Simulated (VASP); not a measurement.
# K2S: vibrations by perturbation theory with LDA

The system is K2S.

```
S K
1.0
     0.00000    3.43500    3.43500
     3.43500    0.00000    3.43500
     3.43500    3.43500    0.00000
S K
1 2
Direct
  0.00000 0.00000 0.00000
  0.25000 0.25000 0.25000
  0.75000 0.75000 0.75000
```

* Program: VASP 6.6.1
* Task: vibrations by perturbation theory
* Functional: LDA
* Potentials or basis: VASP PAW LDA potentials, release 64 (S, K_sv)
* Cutoff: 500 eV
* k mesh: 8 × 8 × 8
* Occupations: gaussian, width 0.01 eV
* Spin: no spin polarisation
* Dipole correction: no
* Further INCAR settings: ALGO = Normal; EDIFF = 1e-08; NBANDS = 19; IBRION = 8; NSW = 1

```
Electronic dielectric tensor (diagonal)                 : 3.32
Born charges (mean of the diagonal)                     : S -1.86; K +0.93 e
Highest phonon frequency at Γ, LO-TO splitting left out : 235 cm⁻¹
```

Phonon frequencies in cm⁻¹ (negative: imaginary):
| q point | frequencies |
| --- | --- |
| (0.000, 0.000, 0.000) | 0 0 0 161 161 161 235 235 235 |

Electronic dielectric tensor:
```
3.32 0.00 0.00
0.00 3.32 0.00
0.00 0.00 3.32
```

Born effective charge tensors (e):
atom 1, S
```
-1.86  0.00  0.00
 0.00 -1.86  0.00
 0.00  0.00 -1.86
```
atom 2, K
```
0.93 0.00 0.00
0.00 0.93 0.00
0.00 0.00 0.93
```
atom 3, K
```
0.93 0.00 0.00
0.00 0.93 0.00
0.00 0.00 0.93
```

Wall time 18 min on 1 thread of AMD EPYC 9R45 96-Core Processor (Zen 5), on a shared host, peak memory 0.52 GiB.

Caveat: the cell stands under pressure or tension, which shifts response properties.
